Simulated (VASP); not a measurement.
# As (Cmmm) in VASP: notebook

As is run at these levels: PBE; tasks: single point, relaxation of cell and atoms.

Program: VASP 6.6.1. These are calculated values, not measurements. Logs are shortened: lines on timing, memory, paths and dates and some standing lists are left out, and cuts for length are marked.

## (1) The cell of the first run

Symmetry: Cmmm, No. 65, orthorhombic system. The conventional cell has a = 4.790 Å, b = 5.184 Å, c = 3.792 Å, α = 90.00°, β = 90.00°, γ = 90.00°. As (site symmetry m2m) has 4 As at 2.40 to 2.68 Å within 3.2 Å.

## (2) Single point, PBE

Contents of INCAR:

```
  PREC = Accurate
  ENCUT = 520
  EDIFF = 1E-6
  ISMEAR = 0
  SIGMA = 0.1
  LREAL = False
  LASPH = True
  NELM = 60
  ALGO = Normal
  ISIF = 2
  LWAVE = False
  LCHARG = False
  GGA = PE
  NBANDS = 12
```

Contents of KPOINTS:

```
regular mesh
0
Gamma
  6 6 4
```

Contents of POSCAR:

```
As
1.0
    2.3951626600     -2.5919915900      0.0000000000
    2.3951626600      2.5919915900      0.0000000000
    0.0000000000      0.0000000000      3.7915983600
As
2
Direct
    0.2580798300      0.7419201700      0.5000000000
    0.7419201700      0.2580798300      0.5000000000
```

Potentials or basis: VASP PAW PBE potentials, release 64 (As).

Command:

```
$ cat potpaw_PBE.64/As/POTCAR > POTCAR
$ mpirun -np 1 vasp_std > vasp.out
```

OUTCAR:

```text
PREC = Accurate
   ENCUT = 520
   EDIFF = 1E-6
   ISMEAR = 0
   LREAL = False
   LASPH = True
   NELM = 60
   ISIF = 2
   GGA = PE

 ion  position               nearest neighbor table
   1  0.258  0.742  0.500-   2 2.40   2 2.40   2 2.51   2 2.68
   2  0.742  0.258  0.500-   1 2.40   1 2.40   1 2.51   1 2.68

  LATTYP: Found a base centered orthorhombic cell.
 ALAT       =     4.7903253200
 B/A-ratio  =     1.0821776881
 C/A-ratio  =     0.7915116629

  Lattice vectors:

 A1 = (   2.3951626600,  -2.5919915900,   0.0000000000)
 A2 = (   2.3951626600,   2.5919915900,   0.0000000000)
 A3 = (   0.0000000000,   0.0000000000,   3.7915983600)

Analysis of symmetry for initial positions (statically):
=====================================================================
 Subroutine PRICEL returns:
 Original cell was already a primitive cell.

 Routine SETGRP: Setting up the symmetry group for a
 base centered orthorhombic supercell.

 Subroutine GETGRP returns: Found  8 space group operations
 (whereof  8 operations were pure point group operations)
 out of a pool of  8 trial point group operations.

The static configuration has the point symmetry D_2h.

Analysis of symmetry for dynamics (positions and initial velocities):
=====================================================================
 Subroutine PRICEL returns:
 Original cell was already a primitive cell.

 Routine SETGRP: Setting up the symmetry group for a
 base centered orthorhombic supercell.

 Subroutine GETGRP returns: Found  8 space group operations
 (whereof  8 operations were pure point group operations)
 out of a pool of  8 trial point group operations.

The dynamic configuration has the point symmetry D_2h.

 Subroutine INISYM returns: Found  8 space group operations
 (whereof  8 operations are pure point group operations),
 and found     1 'primitive' translations

----------------------------------------------------------------------------------------

                                     Primitive cell

  volume of cell :      47.0783

  direct lattice vectors                    reciprocal lattice vectors
     2.395162660 -2.591991590  0.000000000     0.208754089 -0.192901860  0.000000000
     2.395162660  2.591991590  0.000000000     0.208754089  0.192901860  0.000000000
     0.000000000  0.000000000  3.791598360     0.000000000  0.000000000  0.263741015

  length of vectors
     3.529196023  3.529196023  3.791598360     0.284234758  0.284234758  0.263741015

  position of ions in fractional coordinates (direct lattice)
     0.258079830  0.741920170  0.500000000
     0.741920170  0.258079830  0.500000000

  ion indices of the primitive-cell ions
   primitive index   ion index
                 1           1
                 2           2

----------------------------------------------------------------------------------------

 KPOINTS: regular mesh

Automatic generation of k-mesh.
 Grid dimensions read from file:
 generate k-points for:    6    6    4

 Generating k-lattice:

  Cartesian coordinates                     Fractional coordinates (reciprocal lattice)
     0.034792348 -0.032150310  0.000000000     0.166666667 -0.000000000  0.000000000
     0.034792348  0.032150310  0.000000000    -0.000000000  0.166666667  0.000000000
     0.000000000  0.000000000  0.065935254     0.000000000  0.000000000  0.250000000

  Length of vectors
     0.047372460  0.047372460  0.065935254

  Shift w.r.t. Gamma in fractional coordinates (k-lattice)
     0.000000000  0.000000000  0.000000000

 Subroutine IBZKPT returns following result:
 ===========================================

 Found     39 irreducible k-points:

 Following reciprocal coordinates:
            Coordinates               Weight
  0.000000  0.000000  0.000000      1.000000
  0.166667 -0.000000  0.000000      4.000000
  0.333333  0.000000  0.000000      4.000000
  0.500000  0.000000  0.000000      2.000000
  0.166667  0.166667  0.000000      2.000000
  0.333333  0.166667  0.000000      4.000000
[... 16 lines left out ...]
  0.333333  0.333333  0.250000      4.000000
  0.500000  0.333333  0.250000      8.000000
 [... further k-points ...]
   k-points           NKPTS =     39   k-points in BZ     NKDIM =     39   number of bands    NBANDS=     12
   number of dos      NEDOS =    301   number of ions     NIONS =      2
   total plane-waves  NPLWV =  21952
   dimension x,y,z NGX =    28 NGY =   28 NGZ =   28
   dimension x,y,z NGXF=    56 NGYF=   56 NGZF=   56
   ions per type =               2
   NGX,Y,Z   is equivalent  to a cutoff of  13.19, 13.19, 12.28 a.u.
   NGXF,Y,Z  is equivalent  to a cutoff of  26.38, 26.38, 24.55 a.u.
 SYSTEM =  unknown system
   PREC   = accura    normal or accurate (medium, high low for compatibility)
   ISTART =      0    job   : 0-new  1-cont  2-samecut
   ICHARG =      2    charge: 1-file 2-atom 10-const
   ISPIN  =      1    spin polarized calculation?
   LNONCOLLINEAR =      F non collinear calculations
   LSORBIT =      F    spin-orbit coupling
   LASPH  =      T    aspherical Exc in radial PAW
   ENCUT  =  520.0 eV  38.22 Ry    6.18 a.u.   6.56  6.56  7.05*2*pi/ulx,y,z
   NELM   =     60;   NELMIN=  2; NELMDL= -5     # of ELM steps
   EDIFF  = 0.1E-05   stopping-criterion for ELM
   LREAL  =      F    real-space projection
   EDIFFG = 0.1E-04   stopping-criterion for IOM
   NSW    =      0    number of steps for IOM
   IBRION =     -1    ionic relax: 0-MD 1-quasi-New 2-CG
   NFREE  =      0    steps in history (QN), initial steepest desc. (CG)
   ISIF   =      2    stress and relaxation
   ISYM   =      2    0-nonsym 1-usesym 2-fastsym
   POTIM  = 0.5000    time-step for ionic-motion
   TEBEG  =    0.0;   TEEND  =   0.0 temperature during run
   PSTRESS=    0.0 pullay stress
   NELECT =      10.0000    total number of electrons
   NUPDOWN=      -1.0000    fix difference up-down
   EMIN   =  10.00;   EMAX   =-10.00  energy-range for DOS
   EFERMI =   0.00;   METHOD = LEGACY
   ISMEAR =     0;   SIGMA  =   0.10  broadening in eV -4-tet -1-fermi 0-gaus
   EFERMI_NEDOS =   21; number of points for ismear=-14 and -15
   IALGO  =     38    algorithm
   IMIX   =      4    mixing-type and parameters
     AMIX     =   0.40;   BMIX     =  1.00
     AMIX_MAG =   1.60;   BMIX_MAG =  1.00
  volume/ion in A,a.u.               =      23.54       158.85
  Fermi-wavevector in a.u.,A,eV,Ry     =   0.976790  1.845865 12.981572  0.954119
  Thomas-Fermi vector in A             =   2.107436
   LORBIT       =      0    0 simple, 1 ext, 2 COOP (PROOUT), +10 PAW based schemes
   GGA     = PE    functional components
   LHFCALC =     F    Hartree Fock is set to
   AEXX    =    0.0000 exact exchange contribution
   IVDW    =     0    specifies the selected vdW correction
   LEPSILON=     F    determine dielectric tensor
   LRPA    =     F    only Hartree local field effects (RPA)
 non-spin polarized calculation
 Gauss-broadening in eV      SIGMA  =   0.10
  energy-cutoff  :      520.00
  volume of cell :       47.08
 maximum number of plane-waves:      1286
 NGX is ok and might be reduce to    28
   NGX = 13   NGY = 13   NGZ = 15

 number of electron      10.0000001 magnetization

 Free energy of the ion-electron system (eV)
  ---------------------------------------------------
  ext. energy  EPLUGINS =         0.00000000
  ---------------------------------------------------
  free energy    TOTEN  =        -8.14780427 eV

  energy without entropy =       -8.14186258  energy(sigma->0) =       -8.14483343

 E-fermi :   4.0999     XC(G=0):  -9.4188

 val. band max:        4.0500474021   @ k =   0.5000   0.0000   0.0000
 cond. band min:       4.1148809827   @ k =   0.3333   0.3333   0.0000
 fundamental gap:      0.0648335806
 Fermi energy:         4.0999161682

 k-point     1 :       0.0000    0.0000    0.0000
  band No.  band energies     occupation
      1     -10.9034      2.00000
      2      -1.0595      2.00000
      3      -0.1744      2.00000
      4       1.3138      2.00000
      5       1.5236      2.00000
      6       7.3237      0.00000
      7       7.5554      0.00000
      8       8.7054      0.00000
      9       9.7312      0.00000
     10      13.2790      0.00000
     11      14.3101      0.00000
     12      15.3610      0.00000

 k-point     2 :       0.1667   -0.0000    0.0000
  band No.  band energies     occupation
      1     -10.5822      2.00000
      2      -3.2678      2.00000
      3       0.9427      2.00000
      4       1.8356      2.00000
      5       2.1971      2.00000
      6       7.6318      0.00000
      7       7.8779      0.00000
      8       8.1255      0.00000
      9       9.0076      0.00000
     10      11.1849      0.00000
     11      15.5422      0.00000
     12      15.5898      0.00000

 k-point     3 :       0.3333    0.0000    0.0000
  band No.  band energies     occupation
      1      -9.6245      2.00000
      2      -5.8510      2.00000
      3       1.9852      2.00000
      4       2.7522      2.00000
      5       3.7979      1.99998
      6       5.7283      0.00000
      7       6.0818      0.00000
      8       8.0415      0.00000
      9       8.8447      0.00000
     10      11.9837      0.00000
     11      13.5699      0.00000
     12      16.1442      0.00000

 k-point     4 :       0.5000    0.0000    0.0000
  band No.  band energies     occupation
      1      -8.2349      2.00000
      2      -7.8156      2.00000
      3       3.1537      2.00000
      4       4.0330      1.65602
      5       4.0500      1.51935
      6       4.4024      0.00002
      7       5.5811      0.00000
      8       5.9469      0.00000
      9      10.1690      0.00000
     10      10.3444      0.00000
     11      17.2982      0.00000
     12      17.3976      0.00000

 k-point     5 :       0.1667    0.1667    0.0000
  band No.  band energies     occupation
      1     -10.1951      2.00000
      2      -4.2535      2.00000
      3      -0.3014      2.00000
      4       2.2156      2.00000
      5       4.4582      0.00000
      6       7.1542      0.00000
      7       7.2572      0.00000
      8       8.1726      0.00000
      9      10.4177      0.00000
     10      10.5165      0.00000
     11      14.1281      0.00000
     12      15.0644      0.00000
[... 228 lines left out ...]
      1      -9.2848      2.00000
      2      -5.1098      2.00000
      3      -0.2566      2.00000
      4       1.2316      2.00000
      5       2.7244      2.00000
      6       4.9528      0.00000
      7       6.6325      0.00000
      8      11.3522      0.00000
      9      11.6501      0.00000
     10      12.2770      0.00000
     11      13.2651      0.00000
     12      14.4261      0.00000

 k-point    22 :      -0.1667    0.1667    0.2500
  band No.  band energies     occupation
      1     -10.1610      2.00000
      2      -2.9406      2.00000
      3      -1.0249      2.00000
      4       0.3823      2.00000
      5       4.5449      0.00000
      6       5.5070      0.00000
      7       6.4426      0.00000
      8       9.8716      0.00000
      9      11.1457      0.00000
     10      11.5166      0.00000
     11      13.9229      0.00000
     12      16.0396      0.00000

 k-point    23 :       0.3333    0.3333    0.2500
  band No.  band energies     occupation
      1      -7.9240      2.00000
      2      -6.2214      2.00000
      3      -2.0101      2.00000
      4       1.2525      2.00000
      5       2.5074      2.00000
      6       3.9303      1.98355
      7       9.3896      0.00000
      8      10.8247      0.00000
      9      12.0155      0.00000
     10      12.3673      0.00000
     11      14.1028      0.00000
     12      15.9374      0.00000

 k-point    24 :       0.5000    0.3333    0.2500
  band No.  band energies     occupation
      1      -7.3362      2.00000
      2      -6.2568      2.00000
      3      -1.7336      2.00000
      4      -1.1153      2.00000
      5       2.9683      2.00000
      6       3.8800      1.99813
      7       9.5534      0.00000
      8      10.3200      0.00000
      9      11.8834      0.00000
     10      13.5358      0.00000
     11      14.8391      0.00000
     12      15.3276      0.00000

 [... further k-points ...]
[... 5 lines left out ...]
  --------------------------------------------------------------------------------------
  -------------------------------------------------------------------------------------
  Total        5.5256221      2.2011857     -1.1371027      0.0000000      0.0000000      0.0000000
  in kB      188.0489190     74.9111277    -38.6980736      0.0000000      0.0000000      0.0000000
  external PRESSURE =      74.7539910 kB  Pullay stress =       0.0000000 kB

 VOLUME and BASIS-vectors are now :
 -----------------------------------------------------------------------------
  energy-cutoff  :      520.00
  volume of cell :       47.08
      direct lattice vectors                 reciprocal lattice vectors
     2.395162660 -2.591991590  0.000000000     0.208754089 -0.192901860  0.000000000
     2.395162660  2.591991590  0.000000000     0.208754089  0.192901860  0.000000000
     0.000000000  0.000000000  3.791598360     0.000000000  0.000000000  0.263741015

 POSITION                                       TOTAL-FORCE (eV/Angst)
 -----------------------------------------------------------------------------------
      2.39516      1.25411      1.89580         0.000000     -0.324571     -0.000000
      2.39516     -1.25411      1.89580         0.000000      0.324571      0.000000
 -----------------------------------------------------------------------------------
    total drift:                                0.000000      0.000000     -0.000000

  FREE ENERGIE OF THE ION-ELECTRON SYSTEM (eV)
  ---------------------------------------------------
  free  energy   TOTEN  =        -8.1478042743 eV

  energy  without entropy=       -8.1418625766  energy(sigma->0) =       -8.14483343
```

Run time: 7.4 s. Hardware: 1 thread of AMD EPYC 9R45 (Zen 5), shared host; peak memory 0.13 GiB.

Results:

```yaml
Free_energy: -8.1478 eV
Pressure: 7.5 GPa
Largest_force: 0.325 eV/Å
Band_gap_on_the_k_mesh: zero (band 5 reaches 4.78 eV, above the bottom of band 6 at 2.00 eV)
```

Forces on the atoms (eV/Å):
```
As   0.000 -0.325  0.000
As   0.000  0.325  0.000
```

Caveat: the k points lie up to 0.41 Å⁻¹ apart; this functional lacks dispersion, which binds the layers, so the pressure and a relaxed spacing across them are unreliable.

(Continued in part 2 of 2.)
